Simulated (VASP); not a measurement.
Here is a VASP 6.6.1 calculation.

File POSCAR:

```
HCl
1.0
    0.0000000000      2.7785625000      2.7375000000
    2.7785625000      0.0000000000      2.7375000000
    2.7785625000      2.7785625000      0.0000000000
H Cl
1 1
Direct
    0.0000000000      0.0000000000      0.0000000000
    0.5000000000      0.5000000000      0.5000000000
```

INCAR.step1

```
ALGO = Normal
EDIFF = 1E-4
ENCUT = 520
GGA = PE
ISMEAR = 0
LASPH = True
LCHARG = False
LREAL = False
LWAVE = True
NBANDS = 11
NELM = 100
PREC = Accurate
SIGMA = 0.15
```

INCAR.step2

```
ALGO = Normal
EDIFF = 1E-7
ENCUT = 520
ISIF = 2
ISMEAR = 0
ISTART = 1
LASPH = True
LCHARG = False
LMIXTAU = True
LREAL = False
LWAVE = False
METAGGA = R2SCAN
NBANDS = 11
NELM = 100
PREC = Accurate
SIGMA = 0.15
```

Contents of KPOINTS:

```
k-points
0
Gamma
  16 16 16
```

Potentials or basis: VASP PAW PBE potentials, release 64 (H, Cl).

Run with:

```sh
$ cat potpaw_PBE.64/H/POTCAR potpaw_PBE.64/Cl/POTCAR > POTCAR
$ cp INCAR.step1 INCAR
$ mpirun -np 1 vasp_std > vasp.out
$ cp INCAR.step2 INCAR
$ mpirun -np 1 vasp_std > vasp.out
```

What does it give for the pressure?

-9.9 GPa.

Stress tensor (GPa, compression positive):
```
 -9.52   0.00   0.00
  0.00  -9.52   0.00
  0.00   0.00 -10.76
```

Caveat: the cell differs from its parent crystal (strain +0.015 along x and y, +0.000 along z); the cell stands under tension; the PAW data sets were made with another functional, which shifts forces and pressure a little.
